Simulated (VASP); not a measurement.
# OsO (F-43m) in VASP: further runs

The runs below take OsO through single point, relaxation of cell and atoms, with PBE.

All numbers are computed with VASP 6.6.1; they aren't measurements. Logs are shortened: lines on timing, memory, paths and dates and some standing lists are left out, and cuts for length are marked.

## (1) The cell of the first run

The structure is cubic, space group F-43m (No. 216). The conventional cell has a = 4.638 Å, b = 4.638 Å, c = 4.638 Å, α = 90.00°, β = 90.00°, γ = 90.00°. Os (site symmetry -43m) has 4 O at 2.01 Å within 2.7 Å. O (site symmetry -43m) has 4 Os at 2.01 Å within 2.7 Å.

## (2) Single point, PBE

The input, INCAR:

```
SYSTEM = OsO
PREC = Accurate
ENCUT = 520
EDIFF = 1E-6
ISMEAR = 0
SIGMA = 0.1
LREAL = .False.
LASPH = .True.
NELM = 60
ALGO = Normal
ISIF = 2
LWAVE = .False.
LCHARG = .True.
GGA = PE
LELF = .True.
LVHAR = .True.
NBANDS = 14
```

The input, KPOINTS:

```
Automatic mesh
0
Gamma
  6 6 6
  0 0 0
```

The input, POSCAR:

```
OsO
1.0
    0.0000000000      2.3192408498      2.3192408498
    2.3192408498      0.0000000000      2.3192408498
    2.3192408498      2.3192408498      0.0000000000
Os O
1 1
Direct
    0.0000000000      0.0000000000      0.0000000000
    0.7500000000      0.7500000000      0.7500000000
```

Potentials or basis: VASP PAW PBE potentials, release 64 (Os, O).

On the command line:

```bash
$ cat potpaw_PBE.64/Os/POTCAR potpaw_PBE.64/O/POTCAR > POTCAR
$ mpirun -np 1 vasp_std > vasp.out
```

OUTCAR:

```text
SYSTEM = OsO
   PREC = Accurate
   ENCUT = 520
   EDIFF = 1E-6
   ISMEAR = 0
   LREAL = .False.
   LASPH = .True.
   NELM = 60
   ISIF = 2
   GGA = PE

 ion  position               nearest neighbor table
   1  0.000  0.000  0.000-   2 2.01   2 2.01   2 2.01   2 2.01
   2  0.750  0.750  0.750-   1 2.01   1 2.01   1 2.01   1 2.01

  LATTYP: Found a face centered cubic cell.
 ALAT       =     4.6384816996

  Lattice vectors:

 A1 = (   0.0000000000,   2.3192408498,   2.3192408498)
 A2 = (   2.3192408498,   0.0000000000,   2.3192408498)
 A3 = (   2.3192408498,   2.3192408498,   0.0000000000)

Analysis of symmetry for initial positions (statically):
=====================================================================
 Subroutine PRICEL returns:
 Original cell was already a primitive cell.

 Routine SETGRP: Setting up the symmetry group for a
 face centered cubic supercell.

 Subroutine GETGRP returns: Found 24 space group operations
 (whereof 24 operations were pure point group operations)
 out of a pool of 48 trial point group operations.

The static configuration has the point symmetry T_d .

Analysis of symmetry for dynamics (positions and initial velocities):
=====================================================================
 Subroutine PRICEL returns:
 Original cell was already a primitive cell.

 Routine SETGRP: Setting up the symmetry group for a
 face centered cubic supercell.

 Subroutine GETGRP returns: Found 24 space group operations
 (whereof 24 operations were pure point group operations)
 out of a pool of 48 trial point group operations.

The dynamic configuration has the point symmetry T_d .

 Subroutine INISYM returns: Found 24 space group operations
 (whereof 24 operations are pure point group operations),
 and found     1 'primitive' translations

----------------------------------------------------------------------------------------

                                     Primitive cell

  volume of cell :      24.9498

  direct lattice vectors                    reciprocal lattice vectors
     0.000000000  2.319240850  2.319240850    -0.215587786  0.215587786  0.215587786
     2.319240850  0.000000000  2.319240850     0.215587786 -0.215587786  0.215587786
     2.319240850  2.319240850  0.000000000     0.215587786  0.215587786 -0.215587786

  length of vectors
     3.279901864  3.279901864  3.279901864     0.373408999  0.373408999  0.373408999

  position of ions in fractional coordinates (direct lattice)
     0.000000000  0.000000000  0.000000000
     0.750000000  0.750000000  0.750000000

  ion indices of the primitive-cell ions
   primitive index   ion index
                 1           1
                 2           2

----------------------------------------------------------------------------------------

 KPOINTS: Automatic mesh

Automatic generation of k-mesh.
 Grid dimensions read from file:
 generate k-points for:    6    6    6

 Generating k-lattice:

  Cartesian coordinates                     Fractional coordinates (reciprocal lattice)
    -0.035931298  0.035931298  0.035931298     0.166666667  0.000000000  0.000000000
     0.035931298 -0.035931298  0.035931298     0.000000000  0.166666667  0.000000000
     0.035931298  0.035931298 -0.035931298     0.000000000  0.000000000  0.166666667

  Length of vectors
     0.062234833  0.062234833  0.062234833

  Shift w.r.t. Gamma in fractional coordinates (k-lattice)
     0.000000000  0.000000000  0.000000000

 Subroutine IBZKPT returns following result:
 ===========================================

 Found     16 irreducible k-points:

 Following reciprocal coordinates:
            Coordinates               Weight
  0.000000  0.000000  0.000000      1.000000
  0.166667  0.000000  0.000000      8.000000
  0.333333  0.000000  0.000000      8.000000
  0.500000  0.000000  0.000000      4.000000
  0.166667  0.166667  0.000000      6.000000
  0.333333  0.166667  0.000000     24.000000
[... 8 lines left out ...]
 -0.333333  0.333333  0.166667     24.000000
 -0.333333  0.500000  0.166667     12.000000
   k-points           NKPTS =     16   k-points in BZ     NKDIM =     16   number of bands    NBANDS=     14
   number of dos      NEDOS =    301   number of ions     NIONS =      2
   total plane-waves  NPLWV =  13824
   dimension x,y,z NGX =    24 NGY =   24 NGZ =   24
   dimension x,y,z NGXF=    48 NGYF=   48 NGZF=   48
   ions per type =               1   1
   NGX,Y,Z   is equivalent  to a cutoff of  12.16, 12.16, 12.16 a.u.
   NGXF,Y,Z  is equivalent  to a cutoff of  24.33, 24.33, 24.33 a.u.
 SYSTEM =  OsO
   PREC   = accura    normal or accurate (medium, high low for compatibility)
   ISTART =      0    job   : 0-new  1-cont  2-samecut
   ICHARG =      2    charge: 1-file 2-atom 10-const
   ISPIN  =      1    spin polarized calculation?
   LNONCOLLINEAR =      F non collinear calculations
   LSORBIT =      F    spin-orbit coupling
   LASPH  =      T    aspherical Exc in radial PAW
   ENCUT  =  520.0 eV  38.22 Ry    6.18 a.u.   6.10  6.10  6.10*2*pi/ulx,y,z
   NELM   =     60;   NELMIN=  2; NELMDL= -5     # of ELM steps
   EDIFF  = 0.1E-05   stopping-criterion for ELM
   LREAL  =      F    real-space projection
   EDIFFG = 0.1E-04   stopping-criterion for IOM
   NSW    =      0    number of steps for IOM
   IBRION =     -1    ionic relax: 0-MD 1-quasi-New 2-CG
   NFREE  =      0    steps in history (QN), initial steepest desc. (CG)
   ISIF   =      2    stress and relaxation
   ISYM   =      2    0-nonsym 1-usesym 2-fastsym
   POTIM  = 0.5000    time-step for ionic-motion
   TEBEG  =    0.0;   TEEND  =   0.0 temperature during run
   PSTRESS=    0.0 pullay stress
   NELECT =      14.0000    total number of electrons
   NUPDOWN=      -1.0000    fix difference up-down
   EMIN   =  10.00;   EMAX   =-10.00  energy-range for DOS
   EFERMI =   0.00;   METHOD = LEGACY
   ISMEAR =     0;   SIGMA  =   0.10  broadening in eV -4-tet -1-fermi 0-gaus
   EFERMI_NEDOS =   21; number of points for ismear=-14 and -15
   IALGO  =     38    algorithm
   IMIX   =      4    mixing-type and parameters
     AMIX     =   0.40;   BMIX     =  1.00
     AMIX_MAG =   1.60;   BMIX_MAG =  1.00
  volume/ion in A,a.u.               =      12.47        84.18
  Fermi-wavevector in a.u.,A,eV,Ry     =   1.350294  2.551686 24.807418  1.823294
  Thomas-Fermi vector in A             =   2.477810
   LORBIT       =      0    0 simple, 1 ext, 2 COOP (PROOUT), +10 PAW based schemes
   GGA     = PE    functional components
   LHFCALC =     F    Hartree Fock is set to
   AEXX    =    0.0000 exact exchange contribution
   IVDW    =     0    specifies the selected vdW correction
   LEPSILON=     F    determine dielectric tensor
   LRPA    =     F    only Hartree local field effects (RPA)
 non-spin polarized calculation
 Gauss-broadening in eV      SIGMA  =   0.10
  energy-cutoff  :      520.00
  volume of cell :       24.95
 maximum number of plane-waves:       692
   NGX = 13   NGY = 13   NGZ = 13

 number of electron      13.9999996 magnetization

 Free energy of the ion-electron system (eV)
  ---------------------------------------------------
  ext. energy  EPLUGINS =         0.00000000
  ---------------------------------------------------
  free energy    TOTEN  =       -15.10985315 eV

  energy without entropy =      -15.10767876  energy(sigma->0) =      -15.10876596

 E-fermi :   7.2046     XC(G=0): -12.3119

 val. band max:        7.1326830378   @ k =   0.3333   0.3333   0.0000
 cond. band min:       7.3132839364   @ k =   0.5000   0.5000   0.0000
 fundamental gap:      0.1806008986
 Fermi energy:         7.2046460807

 k-point     1 :       0.0000    0.0000    0.0000
  band No.  band energies     occupation
      1     -15.3109      2.00000
      2      -1.8660      2.00000
      3      -1.8660      2.00000
      4      -1.8660      2.00000
      5       4.3514      2.00000
      6       5.1824      2.00000
      7       5.1824      2.00000
      8       9.5071      0.00000
      9       9.5071      0.00000
     10       9.5072      0.00000
     11      20.6590      0.00000
     12      20.6590      0.00000
     13      20.6590      0.00000
     14      23.7271      0.00000

 k-point     2 :       0.1667    0.0000    0.0000
  band No.  band energies     occupation
      1     -15.1572      2.00000
      2      -2.0899      2.00000
      3      -1.6999      2.00000
      4      -1.6999      2.00000
      5       5.0416      2.00000
      6       5.0417      2.00000
      7       5.5393      2.00000
      8       8.8555      0.00000
      9       9.4926      0.00000
     10       9.4926      0.00000
     11      17.5403      0.00000
     12      21.1219      0.00000
     13      21.1219      0.00000
     14      24.5330      0.00000

 k-point     3 :       0.3333    0.0000    0.0000
  band No.  band energies     occupation
      1     -14.8676      2.00000
      2      -2.0049      2.00000
      3      -1.4103      2.00000
      4      -1.4103      2.00000
      5       5.1920      2.00000
      6       5.1920      2.00000
      7       6.1137      2.00000
      8       8.9032      0.00000
      9       8.9032      0.00000
     10       9.1506      0.00000
     11      14.3192      0.00000
     12      21.8875      0.00000
     13      21.8875      0.00000
     14      23.4333      0.00000
[... 188 lines left out ...]
 k-point    15 :      -0.3333    0.3333    0.1667
  band No.  band energies     occupation
      1     -14.5941      2.00000
      2      -1.6000      2.00000
      3      -1.3777      2.00000
      4      -0.4737      2.00000
      5       3.6949      2.00000
      6       4.9523      2.00000
      7       6.0152      2.00000
      8       7.6960      0.00000
      9       8.5338      0.00000
     10      13.4127      0.00000
     11      14.9337      0.00000
     12      17.5808      0.00000
     13      19.4796      0.00000
     14      25.5394      0.00000

 k-point    16 :      -0.3333    0.5000    0.1667
  band No.  band energies     occupation
      1     -14.5496      2.00000
      2      -2.1121      2.00000
      3      -0.8000      2.00000
      4      -0.1903      2.00000
      5       3.4707      2.00000
      6       4.8341      2.00000
      7       6.1912      2.00000
      8       7.3237      0.09219
      9       8.3900      0.00000
     10      14.9549      0.00000
     11      15.1585      0.00000
     12      17.3516      0.00000
     13      18.1958      0.00000
     14      24.2125      0.00000

------------------------ aborting loop because EDIFF is reached ----------------------------------------

  FORCE on cell =-STRESS in cart. coord.  units (eV):
  Direction    XX          YY          ZZ          XY          YZ          ZX
  --------------------------------------------------------------------------------------
  -------------------------------------------------------------------------------------
  Total        0.4428164      0.4428164      0.4428164      0.0000000     -0.0000000      0.0000000
  in kB       28.4358808     28.4358808     28.4358808      0.0000000     -0.0000000      0.0000000
  external PRESSURE =      28.4358808 kB  Pullay stress =       0.0000000 kB

 VOLUME and BASIS-vectors are now :
 -----------------------------------------------------------------------------
  energy-cutoff  :      520.00
  volume of cell :       24.95
      direct lattice vectors                 reciprocal lattice vectors
     0.000000000  2.319240850  2.319240850    -0.215587786  0.215587786  0.215587786
     2.319240850  0.000000000  2.319240850     0.215587786 -0.215587786  0.215587786
     2.319240850  2.319240850  0.000000000     0.215587786  0.215587786 -0.215587786

 POSITION                                       TOTAL-FORCE (eV/Angst)
 -----------------------------------------------------------------------------------
      0.00000      0.00000      0.00000        -0.000000     -0.000000     -0.000000
      3.47886      3.47886      3.47886         0.000000      0.000000      0.000000
 -----------------------------------------------------------------------------------
    total drift:                                0.000000      0.000000      0.000000

  FREE ENERGIE OF THE ION-ELECTRON SYSTEM (eV)
  ---------------------------------------------------
  free  energy   TOTEN  =       -15.1098531531 eV

  energy  without entropy=      -15.1076787619  energy(sigma->0) =      -15.10876596
```

It took 3.3 s on 1 thread of AMD EPYC 9R45 (Zen 5), shared host; peak memory 0.11 GiB.

What came out:

| Property | Result |
| --- | --- |
| Free energy | -15.1099 eV |
| Pressure | 2.8 GPa |
| Band gap on the k mesh | 0.18 eV (least direct gap 0.97 eV) |

Caveat: spin-orbit coupling is left out, which moves the levels of the heavy elements. A k mesh can miss the band edges.

(Continued in part 2 of 2.)

The gap in the log of VASP goes by the Fermi energy; the results here count the filled bands.